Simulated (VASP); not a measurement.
A run of VASP 6.6.1 is set up as follows.

Contents of POSCAR:

```
TiAl
1.0
    2.8685970537      0.0000000000      0.0000000000
   -1.4342985268      2.4842779217      0.0000000000
    0.0000000000      0.0000000000      5.0045769741
Ti Al
1 1
Direct
    0.0000000000      0.0000000000      0.0000000000
    0.3333333333      0.6666666667      0.5000000000
```

The input INCAR.step1:

```
  PREC = Accurate
  ENCUT = 520
  ISMEAR = 0
  SIGMA = 0.15
  LREAL = False
  LASPH = True
  NELM = 100
  NBANDS = 14
  GGA = PE
  ALGO = Normal
  EDIFF = 1E-4
  LWAVE = True
  LCHARG = False
```

Contents of INCAR.step2:

```
  PREC = Accurate
  ENCUT = 520
  EDIFF = 1E-7
  ISMEAR = 0
  SIGMA = 0.15
  LREAL = False
  LASPH = True
  NELM = 100
  ALGO = Normal
  ISIF = 2
  LWAVE = False
  LCHARG = False
  METAGGA = R2SCAN
  LMIXTAU = True
  NBANDS = 14
  ISTART = 1
```

Contents of KPOINTS:

```
Automatic mesh
0
Gamma
  24 24 14
```

Potentials or basis: VASP PAW PBE potentials, release 64 (Ti_sv, Al).

Command:

```bash
$ cat potpaw_PBE.64/Ti_sv/POTCAR potpaw_PBE.64/Al/POTCAR > POTCAR
$ cp INCAR.step1 INCAR
$ mpirun -np 1 vasp_std > vasp.out
$ cp INCAR.step2 INCAR
$ mpirun -np 1 vasp_std > vasp.out
```

Task: Predict the pressure.

Result: -7.7 GPa.

Stress tensor (GPa, compression positive):
```
 -3.77   0.00   0.00
  0.00  -3.77   0.00
  0.00   0.00 -15.56
```

Caveat: the cell differs from its parent crystal (strain +0.000 along x and y, +0.080 along z); the PAW data sets were made with another functional, which shifts forces and pressure a little.
